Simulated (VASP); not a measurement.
Os, 1 atom in the cell. It takes space group Fm-3m (No. 225, cubic). The conventional cell has a = 3.890 Å, b = 3.890 Å, c = 3.890 Å, α = 90.00°, β = 90.00°, γ = 90.00°. Os (site symmetry m-3m) has 12 Os at 2.75 Å within 3.6 Å. This isn't the form of Os at room conditions, which is hcp.

```yaml
Program: VASP 6.6.1
Task: single point
Functional: LDA
Potentials_or_basis: VASP PAW LDA potentials, release 64 (Os)
Cutoff: 600 eV
k_mesh: 12 × 12 × 12
Occupations: tetrahedron
Spin: no spin polarisation
Dipole_correction: no
Further_INCAR_settings: ALGO = Normal; EDIFF = 1e-06; NBANDS = 10
```

Potentials or basis: VASP PAW LDA potentials, release 64 (Os).

Run with:

```sh
$ cat potpaw_LDA.64/Os/POTCAR > POTCAR
$ mpirun -np 1 vasp_std > vasp.out
```

Hardware: 1 thread of Intel(R) Xeon(R) Platinum 8488C (Sapphire Rapids), with other jobs on the host.

How long does it take, and how much memory?

Run time: 7.6 s on 1 thread of Intel(R) Xeon(R) Platinum 8488C (Sapphire Rapids), with other jobs on the host, peak memory 0.14 GiB. Counts: scf iterations 12, k points 72.
